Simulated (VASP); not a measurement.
# GaAs (F-43m) in VASP: notebook

GaAs is run at these levels: LDA; tasks: vibrations by perturbation theory.

Everything below comes from runs of VASP 6.6.1. Logs are shortened: lines on timing, memory, paths and dates and some standing lists are left out, and cuts for length are marked.

## (1) The cell of the first run

It takes space group F-43m (No. 216, cubic). Conventional cell: a = 5.030 Å, b = 5.030 Å, c = 5.030 Å, α = 90.00°, β = 90.00°, γ = 90.00°. Within 2.9 Å of Ga (site symmetry -43m) lie 4 As at 2.18 Å. Within 2.9 Å of As (site symmetry -43m) lie 4 Ga at 2.18 Å.

## (2) Vibrations by perturbation theory, LDA

INCAR

```
SYSTEM = GaAs
  PREC = Accurate
  ENCUT = 520
  EDIFF = 1E-8
  ISMEAR = 0
  SIGMA = 0.01
  LREAL = .FALSE.
  LASPH = .TRUE.
  NELM = 100
  ALGO = Normal
  ISIF = 2
  LWAVE = .FALSE.
  LCHARG = .TRUE.
  GGA = CA
  IBRION = 8
  NSW = 1
  LEPSILON = .TRUE.
```

KPOINTS

```
Automatic mesh
0
G
  12 12 12
  0 0 0
```

POSCAR

```
GaAs
1.0
    0.0000000000      2.5149591815      2.5149591815
    2.5149591815      0.0000000000      2.5149591815
    2.5149591815      2.5149591815      0.0000000000
Ga As
1 1
Direct
    0.0000000000      0.0000000000      0.0000000000
    0.7500000000      0.7500000000      0.7500000000
```

Potentials or basis: VASP PAW LDA potentials, release 64 (Ga_d, As).

Command:

```
> cat potpaw_LDA.64/Ga_d/POTCAR potpaw_LDA.64/As/POTCAR > POTCAR
> mpirun -np 1 vasp_std > vasp.out
```

OUTCAR:

```text
SYSTEM = GaAs
   PREC = Accurate
   ENCUT = 520
   EDIFF = 1E-8
   ISMEAR = 0
   LREAL = .FALSE.
   LASPH = .TRUE.
   NELM = 100
   ISIF = 2
   GGA = CA
   IBRION = 8
   NSW = 1
   LEPSILON = .TRUE.

 ion  position               nearest neighbor table
   1  0.000  0.000  0.000-   2 2.18   2 2.18   2 2.18   2 2.18
   2  0.750  0.750  0.750-   1 2.18   1 2.18   1 2.18   1 2.18

  LATTYP: Found a face centered cubic cell.
 ALAT       =     5.0299183630

  Lattice vectors:

 A1 = (   0.0000000000,   2.5149591815,   2.5149591815)
 A2 = (   2.5149591815,   0.0000000000,   2.5149591815)
 A3 = (   2.5149591815,   2.5149591815,   0.0000000000)

Analysis of symmetry for initial positions (statically):
=====================================================================
 Subroutine PRICEL returns:
 Original cell was already a primitive cell.

 Routine SETGRP: Setting up the symmetry group for a
 face centered cubic supercell.

 Subroutine GETGRP returns: Found 24 space group operations
 (whereof 24 operations were pure point group operations)
 out of a pool of 48 trial point group operations.

The static configuration has the point symmetry T_d .

Analysis of symmetry for dynamics (positions and initial velocities):
=====================================================================
 Subroutine PRICEL returns:
 Original cell was already a primitive cell.

 Routine SETGRP: Setting up the symmetry group for a
 face centered cubic supercell.

 Subroutine GETGRP returns: Found 24 space group operations
 (whereof 24 operations were pure point group operations)
 out of a pool of 48 trial point group operations.

The dynamic configuration has the point symmetry T_d .

 Subroutine INISYM returns: Found 24 space group operations
 (whereof 24 operations are pure point group operations),
 and found     1 'primitive' translations

[... 616 lines left out ...]
     0.00000 26.20235  0.00417

 MACROSCOPIC STATIC DIELECTRIC TENSOR (including local field effects in DFT)
 ------------------------------------------------------
          10.658316     0.000000    -0.000000
           0.000000    10.658316     0.000000
           0.000000     0.000000    10.658316
 ------------------------------------------------------

 PIEZOELECTRIC TENSOR (including local field effects)  for field in x, y, z        (e  Angst)
          XX          YY          ZZ          XY          YZ          ZX
  --------------------------------------------------------------------------------
  x    -0.00000    -0.00000     0.00000    -0.00000     1.16464    -0.00000
  y    -0.00000     0.00000     0.00000     0.00000    -0.00000     1.16464
  z     0.00000     0.00000     0.00000     1.16464     0.00000    -0.00000

 PIEZOELECTRIC TENSOR (including local field effects)  for field in x, y, z        (C/m^2)
          XX          YY          ZZ          XY          YZ          ZX
  --------------------------------------------------------------------------------
  x    -0.00000    -0.00000     0.00000    -0.00000     0.58651    -0.00000
  y    -0.00000     0.00000     0.00000     0.00000    -0.00000     0.58651
  z     0.00000     0.00000     0.00000     0.58651     0.00000    -0.00000

 BORN EFFECTIVE CHARGES (including local field effects) (in |e|, cummulative output)
 ---------------------------------------------------------------------------------
 ion    1
    1     1.50446     0.00000    -0.00000
    2    -0.00000     1.50446     0.00000
    3     0.00000     0.00000     1.50446
 ion    2
    1    -1.50446    -0.00000     0.00000
    2     0.00000    -1.50446     0.00000
    3     0.00000     0.00000    -1.50446

 INTERNAL STRAIN TENSOR FOR ION    2 for displacements in x,y,z  (eV/Angst):
          X           Y           Z          XY          YZ          ZX
  --------------------------------------------------------------------------------
  x     0.00000    -0.00000    -0.00000     0.00000    26.20235     0.00000
  y     0.00000     0.00000     0.00000     0.00000     0.00000    26.20235
  z    -0.00000    -0.00000     0.00000    26.20235     0.00000     0.00000

 SECOND DERIVATIVES (NOT SYMMETRIZED)
 ------------------------------------
               1X          1Y          1Z          2X          2Y          2Z
  1X   -20.790235    0.000000    0.000000   20.790235    0.000000    0.000000
  1Y     0.000000  -20.790235    0.000000    0.000000   20.790235    0.000000
  1Z     0.000000    0.000000  -20.790235    0.000000    0.000000   20.790235
  2X    20.813725    0.000000    0.000000  -20.813725    0.000000    0.000000
  2Y     0.000000   20.813725    0.000000    0.000000  -20.813725    0.000000
  2Z     0.000000    0.000000   20.813725    0.000000    0.000000  -20.813725

 Eigenvectors and eigenvalues of the dynamical matrix
 ----------------------------------------------------

   1 f  =   11.864725 THz    74.548265 2PiTHz  395.764622 cm-1    49.068537 meV
             X         Y         Z           dx          dy          dz
      0.000000  0.000000  0.000000     0.719507    0.000000    0.000000
      3.772439  3.772439  3.772439    -0.694486    0.000000    0.000000
[... 21 lines left out ...]
   6 f/i=    0.003347 THz     0.021032 2PiTHz    0.111655 cm-1     0.013843 meV
             X         Y         Z           dx          dy          dz
      0.000000  0.000000  0.000000     0.675675   -0.089339   -0.133386
      3.772439  3.772439  3.772439     0.700018   -0.092558   -0.138191

--------------------------------------------------------------------------------------------------------

 MACROSCOPIC STATIC DIELECTRIC TENSOR IONIC CONTRIBUTION
 ------------------------------------------------------
           0.618874    -0.000000    -0.000000
          -0.000000     0.618874     0.000000
          -0.000000     0.000000     0.618874
 ------------------------------------------------------

 ELASTIC MODULI CONTR FROM IONIC RELAXATION (kBar)
 Direction    XX          YY          ZZ          XY          YZ          ZX
 --------------------------------------------------------------------------------
 XX          -0.0000      0.0000      0.0000      0.0000     -0.0000     -0.0000
 YY           0.0000     -0.0000      0.0000      0.0000      0.0000     -0.0000
 ZZ           0.0000      0.0000     -0.0000     -0.0000      0.0000     -0.0000
 XY           0.0000      0.0000     -0.0000  -1654.8353      0.0000      0.0000
 YZ          -0.0000      0.0000      0.0000      0.0000  -1654.8353      0.0000
 ZX          -0.0000     -0.0000     -0.0000      0.0000      0.0000  -1654.8353
 --------------------------------------------------------------------------------

 PIEZOELECTRIC TENSOR IONIC CONTR  for field in x, y, z        (C/m^2)
          XX          YY          ZZ          XY          YZ          ZX
  --------------------------------------------------------------------------------
  x    -0.00000     0.00000     0.00000     0.00000    -0.95225    -0.00000
  y    -0.00000    -0.00000    -0.00000     0.00000     0.00000    -0.95225
  z     0.00000     0.00000    -0.00000    -0.95225     0.00000     0.00000
```

stdout:

```text
POSCAR found type information on POSCAR GaAs
 POSCAR found :  2 types and       2 ions
 scaLAPACK will be used
 LDA part: xc-table for (Slater(with rela. corr.)+CA(PZ))
 , standard interpolation
 POSCAR, INCAR and KPOINTS ok, starting setup
 FFT: planning ... GRIDC
 FFT: planning ... GRID_SOFT
 FFT: planning ... GRID
 WAVECAR not read
 entering main loop
[... 23 lines left out ...]
  Direction:   3
 dielectric tensor                  component  3 :     2.025     2.571    10.658
 Linear response DOF=           2
 Linear response progress:
 first order change of Fermi-energy   0.50302E-04
 force on displaced ion       1 direction 1 : -20.790   0.000   0.000
 Born effective charge ion    1 direction 1 :   1.494   0.000   0.000
 Linear response progress:
 first order change of Fermi-energy   0.63863E-04
 force on displaced ion       2 direction 1 : -20.814   0.000   0.000
 Born effective charge ion    2 direction 1 :  -1.511   0.000   0.000
 Born effective charges drift removed
 Linear response finished
```

It took 7.6 min on 1 thread of Intel Xeon 6975P-C (Granite Rapids), shared host; peak memory 0.39 GiB.

Results:

- Electronic dielectric tensor (diagonal): 10.66
- Born charges (mean of the diagonal): Ga +1.50; As -1.50 e
- Highest phonon frequency at Γ, LO-TO splitting left out: 396 cm⁻¹

Phonon frequencies in cm⁻¹ (negative: imaginary):
| q point | frequencies |
| --- | --- |
| (0.000, 0.000, 0.000) | 0 0 0 396 396 396 |

Electronic dielectric tensor:
```
10.66  0.00  0.00
 0.00 10.66  0.00
 0.00  0.00 10.66
```

Born effective charge tensors (e):
atom 1, Ga
```
1.50 0.00 0.00
0.00 1.50 0.00
0.00 0.00 1.50
```
atom 2, As
```
-1.50  0.00  0.00
 0.00 -1.50  0.00
 0.00  0.00 -1.50
```

Caveat: the cell stands under pressure or tension, which shifts response properties.

(Continued in part 2 of 3.)
